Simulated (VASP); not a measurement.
# Zr2N (P4_2/mnm) in VASP: relaxation of cell and atoms with PBEsol

Aim: the relaxation of cell and atoms of Zr2N with PBEsol.

All numbers are computed with VASP 6.6.1; they aren't measurements. Logs are shortened: lines on timing, memory, paths and dates and some standing lists are left out, and cuts for length are marked.

**1. The cell of the first run**

Symmetry: P4_2/mnm, No. 136, tetragonal system. Conventional cell: a = 5.413 Å, b = 5.413 Å, c = 3.308 Å, α = 90.00°, β = 90.00°, γ = 90.00°. Within 3.0 Å of Zr (site symmetry m2m) lie 3 N at 2.27 Å. N (site symmetry mmm) has 6 Zr at 2.27 Å within 3.0 Å.

**2. Relaxation of cell and atoms, PBEsol**

Contents of INCAR:

```
SYSTEM = Zr2N
PREC = Accurate
ENCUT = 600
EDIFF = 1E-7
ISMEAR = 0
SIGMA = 0.1
LREAL = .False.
LASPH = .True.
NELM = 120
ALGO = Normal
ISIF = 3
LWAVE = .False.
LCHARG = .False.
GGA = PS
IBRION = 2
NSW = 80
EDIFFG = -0.01
GGA_COMPAT = .False.
NELMIN = 4
```

Contents of KPOINTS:

```
Automatic mesh
0
Gamma
  8 8 10
  0 0 0
```

Contents of POSCAR:

```
Zr2N
1.0
    5.4130027300      0.0000000000      0.0000000000
    0.0000000000      5.4130027300      0.0000000000
    0.0000000000      0.0000000000      3.3077891900
Zr N
4 2
Direct
    0.2961254600      0.2961254600      0.0000000000
    0.7038745400      0.7038745400      0.0000000000
    0.7961254600      0.2038745400      0.5000000000
    0.2038745400      0.7961254600      0.5000000000
    0.0000000000      0.0000000000      0.0000000000
    0.5000000000      0.5000000000      0.5000000000
```

Potentials or basis: VASP PAW PBE potentials, release 64 (Zr_sv, N).

Launch:

```bash
$ cat potpaw_PBE.64/Zr_sv/POTCAR potpaw_PBE.64/N/POTCAR > POTCAR
$ mpirun -np 1 vasp_std > vasp.out
```

OUTCAR:

```text
SYSTEM = Zr2N
   PREC = Accurate
   ENCUT = 600
   EDIFF = 1E-7
   ISMEAR = 0
   LREAL = .False.
   LASPH = .True.
   NELM = 120
   ISIF = 3
   GGA = PS
   IBRION = 2
   NSW = 80
   EDIFFG = -0.01
   NELMIN = 4

 ion  position               nearest neighbor table
   1  0.296  0.296  0.000-   5 2.27   6 2.27   6 2.27   2 3.12   4 3.21   3 3.21   4 3.21   3 3.21
                             4 3.21   4 3.21   3 3.21   3 3.21   2 3.89   2 3.89
   2  0.704  0.704  0.000-   5 2.27   6 2.27   6 2.27   1 3.12   4 3.21   3 3.21   4 3.21   3 3.21
                             3 3.21   3 3.21   4 3.21   4 3.21   1 3.89   1 3.89
   3  0.796  0.204  0.500-   6 2.27   5 2.27   5 2.27   4 3.12   1 3.21   1 3.21   2 3.21   2 3.21
                             2 3.21   2 3.21   1 3.21   1 3.21   4 3.89   4 3.89
   4  0.204  0.796  0.500-   6 2.27   5 2.27   5 2.27   3 3.12   1 3.21   1 3.21   2 3.21   2 3.21
                             1 3.21   1 3.21   2 3.21   2 3.21   3 3.89   3 3.89
   5  0.000  0.000  0.000-   1 2.27   2 2.27   3 2.27   4 2.27   3 2.27   4 2.27
   6  0.500  0.500  0.500-   3 2.27   4 2.27   1 2.27   2 2.27   1 2.27   2 2.27

  LATTYP: Found a simple tetragonal cell.
 ALAT       =     5.4130027300
 C/A-ratio  =     0.6110821211

  Lattice vectors:

 A1 = (   5.4130027300,   0.0000000000,   0.0000000000)
 A2 = (   0.0000000000,   5.4130027300,   0.0000000000)
 A3 = (   0.0000000000,   0.0000000000,   3.3077891900)

Analysis of symmetry for initial positions (statically):
=====================================================================
 Subroutine PRICEL returns:
 Original cell was already a primitive cell.

 Routine SETGRP: Setting up the symmetry group for a
 simple tetragonal supercell.

 Subroutine GETGRP returns: Found 16 space group operations
 (whereof  8 operations were pure point group operations)
 out of a pool of 16 trial point group operations.

The static configuration has the point symmetry D_2h.
 The point group associated with its full space group is D_4h.

Analysis of symmetry for dynamics (positions and initial velocities):
=====================================================================
 Subroutine PRICEL returns:
 Original cell was already a primitive cell.

 Routine SETGRP: Setting up the symmetry group for a
 simple tetragonal supercell.

 Subroutine GETGRP returns: Found 16 space group operations
 (whereof  8 operations were pure point group operations)
 out of a pool of 16 trial point group operations.

The dynamic configuration has the point symmetry D_2h.
 The point group associated with its full space group is D_4h.

 Subroutine INISYM returns: Found 16 space group operations
 (whereof  8 operations are pure point group operations),
 and found     1 'primitive' translations

[... 111 lines left out ...]
   TEBEG  =    0.0;   TEEND  =   0.0 temperature during run
   PSTRESS=    0.0 pullay stress
   NELECT =      58.0000    total number of electrons
   NUPDOWN=      -1.0000    fix difference up-down
   EMIN   =  10.00;   EMAX   =-10.00  energy-range for DOS
   EFERMI =   0.00;   METHOD = LEGACY
   ISMEAR =     0;   SIGMA  =   0.10  broadening in eV -4-tet -1-fermi 0-gaus
   EFERMI_NEDOS =   21; number of points for ismear=-14 and -15
   IALGO  =     38    algorithm
   IMIX   =      4    mixing-type and parameters
     AMIX     =   0.40;   BMIX     =  1.00
     AMIX_MAG =   1.60;   BMIX_MAG =  1.00
  volume/ion in A,a.u.               =      16.15       109.01
  Fermi-wavevector in a.u.,A,eV,Ry     =   1.379577  2.607023 25.895066  1.903234
  Thomas-Fermi vector in A             =   2.504534
   LORBIT       =      0    0 simple, 1 ext, 2 COOP (PROOUT), +10 PAW based schemes
   GGA     = PS    functional components
   LHFCALC =     F    Hartree Fock is set to
   AEXX    =    0.0000 exact exchange contribution
   IVDW    =     0    specifies the selected vdW correction
   LEPSILON=     F    determine dielectric tensor
   LRPA    =     F    only Hartree local field effects (RPA)
 conjugate gradient relaxation of ions
 non-spin polarized calculation
 Gauss-broadening in eV      SIGMA  =   0.10
  energy-cutoff  :      600.00
  volume of cell :       96.92
 maximum number of plane-waves:      3265
 NGX is ok and might be reduce to    48
   NGX = 21   NGY = 21   NGZ = 13

--------------------------------------- Ionic step        1  -------------------------------------------

 number of electron      58.0000000 magnetization

 Free energy of the ion-electron system (eV)
  ---------------------------------------------------
  ext. energy  EPLUGINS =         0.00000000
  ---------------------------------------------------
  free energy    TOTEN  =       -61.78813320 eV

  energy without entropy =      -61.77495184  energy(sigma->0) =      -61.78154252

------------------------ aborting loop because EDIFF is reached ----------------------------------------

  FORCE on cell =-STRESS in cart. coord.  units (eV):
  Direction    XX          YY          ZZ          XY          YZ          ZX
  --------------------------------------------------------------------------------------
  -------------------------------------------------------------------------------------
  Total       -2.6503708     -2.6503708     -3.2154622      0.0000000      0.0000000      0.0000000
  in kB      -43.8129912    -43.8129912    -53.1544550      0.0000000      0.0000000      0.0000000
  external PRESSURE =     -46.9268125 kB  Pullay stress =       0.0000000 kB
[... 27 lines left out ...]
--------------------------------------- Ionic step        2  -------------------------------------------

 number of electron      57.9999999 magnetization

 E-fermi :  10.3625     XC(G=0): -12.1702

 val. band max:       10.3610156636   @ k =   0.3750   0.3750   0.2000
 cond. band min:      10.3818180202   @ k =   0.1250   0.1250   0.2000
 fundamental gap:      0.0208023566
 Fermi energy:        10.3624620310

 k-point     1 :       0.0000    0.0000    0.0000
  band No.  band energies     occupation
      1     -38.0482      2.00000
      2     -37.8600      2.00000
      3     -37.8600      2.00000
      4     -37.7830      2.00000
      5     -17.2443      2.00000
      6     -16.4813      2.00000
[... 998 lines left out ...]
--------------------------------------- Ionic step        5  -------------------------------------------

 number of electron      57.9999999 magnetization

 Free energy of the ion-electron system (eV)
  ---------------------------------------------------
  ext. energy  EPLUGINS =         0.00000000
  ---------------------------------------------------
  free energy    TOTEN  =       -61.82567727 eV

  energy without entropy =      -61.81256797  energy(sigma->0) =      -61.81912262

 E-fermi :   9.8467     XC(G=0): -11.9577

 val. band max:        9.8388854688   @ k =   0.2500   0.2500   0.2000
 cond. band min:       9.8502716894   @ k =   0.3750   0.3750   0.2000
 fundamental gap:      0.0113862207
 Fermi energy:         9.8466885373

 k-point     1 :       0.0000    0.0000    0.0000
  band No.  band energies     occupation
      1     -38.6761      2.00000
      2     -38.5198      2.00000
      3     -38.5198      2.00000
      4     -38.4551      2.00000
      5     -17.6996      2.00000
      6     -17.0527      2.00000
[... 912 lines left out ...]
  FREE ENERGIE OF THE ION-ELECTRON SYSTEM (eV)
  ---------------------------------------------------
  free  energy   TOTEN  =       -61.8256772671 eV

  energy  without entropy=      -61.8125679699  energy(sigma->0) =      -61.81912262

 reached required accuracy - stopping structural energy minimisation
```

It took 33 min on 1 thread of Oxide Virtual Turin-like, shared host; peak memory 0.41 GiB.

What came out:

- Free energy: -61.8257 eV
- Relaxed volume: 15.74 Å³/atom
- Relaxed cell: a = 5.371 Å, b = 5.371 Å, c = 3.273 Å, α = 90.00°, β = 90.00°, γ = 90.00°
- Space group after relaxing (to 0.1 Å): P4_2/mnm (No. 136)
- Energy gained by relaxing: 6.3 meV/atom
- Ionic steps: 5
- Pressure after relaxing: 0.0 GPa
- Band gap on the k mesh: zero (bands 29 and 30 overlap by 2.59 eV)

Step by step:
```
step  energy change (eV)  largest force (eV/Å)  pressure (GPa)  volume (Å³)
   1              0.0000                0.0586           -4.69        96.92
   2              0.0733                0.1463            9.08        90.43
   3             -0.0375                0.0061           -0.06        94.48
   4             -0.0375                0.0075            0.04        94.43
   5             -0.0375                0.0011            0.03        94.44
```

Final structure:
```xyz
6
Lattice="5.3713 0.0000 0.0000 0.0000 5.3713 0.0000 0.0000 0.0000 3.2732" Properties=species:S:1:pos:R:3 pbc="T T T"
Zr    1.5911    1.5911    0.0000
Zr    3.7802    3.7802    0.0000
Zr    4.2768    1.0946    1.6366
Zr    1.0946    4.2768    1.6366
N     5.3713    5.3713    0.0000
N     2.6857    2.6857    1.6366
```

Levels at points of the mesh, in eV from the Fermi level:
| k point | band 27 | band 28 | band 29 | band 30 | band 31 | band 32 |
| --- | --- | --- | --- | --- | --- | --- |
| (0.00, 0.00, 0.00) | 0.37 | 0.57 | 0.78 | 1.05 | 1.05 | 1.29 |
| (0.50, 0.00, 0.00) | -0.97 | -0.97 | 1.47 | 1.47 | 1.54 | 1.54 |
| (0.50, 0.50, 0.00) | -1.10 | -1.10 | 0.95 | 0.95 | 1.36 | 1.36 |
| (0.00, 0.00, 0.50) | -1.13 | -1.13 | -1.12 | -1.12 | 1.96 | 1.96 |
| (0.50, 0.00, 0.50) | -0.86 | -0.86 | -0.75 | -0.75 | 1.55 | 1.55 |
| (0.50, 0.50, 0.50) | -0.93 | -0.93 | -0.22 | -0.22 | 1.19 | 1.19 |

Caveat: the PAW data sets were made with another functional, which shifts forces and pressure a little.
